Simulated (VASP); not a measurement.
## Ag: single point with PBE

Ag:

```
CELL_PARAMETERS angstrom
0.00000 2.09418 1.99202
2.09418 0.00000 1.99202
2.09418 2.09418 0.00000
ATOMIC_POSITIONS crystal
Ag 0.00000 0.00000 0.00000
```

This cell differs from its parent crystal: strain +0.025 along x and y, -0.025 along z.

```
Program             : VASP 6.6.1
Task                : single point
Functional          : PBE
Potentials or basis : VASP PAW PBE potentials, release 64 (Ag)
Cutoff              : 520 eV
k mesh              : 20 × 20 × 20
Occupations         : gaussian, width 0.15 eV
Spin                : no spin polarisation
```

```yaml
Pressure: 1.9 GPa
Band_gap_on_the_k_mesh: zero (an odd number of electrons rules out a gap without spin polarisation)
```

Stress tensor (GPa, compression positive):
```
1.39 0.00 0.00
0.00 1.39 0.00
0.00 0.00 3.02
```

Levels at points of the mesh, in eV from the Fermi level:
| k point | band 3 | band 4 | band 5 | band 6 | band 7 | band 8 | band 9 | band 10 |
| --- | --- | --- | --- | --- | --- | --- | --- | --- |
| (0.00, 0.00, 0.00) | -4.83 | -4.54 | -3.90 | -3.60 | 15.99 | 19.18 | 19.18 | 19.82 |
| (0.50, 0.00, 0.00) | -4.61 | -3.06 | -2.91 | -0.34 | 3.47 | 15.05 | 17.04 | 18.37 |
| (0.50, 0.50, 0.00) | -3.02 | -2.77 | -2.77 | 2.20 | 7.36 | 9.94 | 9.94 | 16.32 |
| (0.50, 0.00, 0.50) | -3.02 | -2.90 | -2.69 | 1.34 | 6.14 | 10.81 | 10.88 | 17.17 |

Wall time 36 s on 1 thread of Intel(R) Xeon(R) 6975P-C (Granite Rapids), on a shared host, peak memory 0.25 GiB.

Caveat: the cell differs from its parent crystal (strain +0.025 along x and y, -0.025 along z).
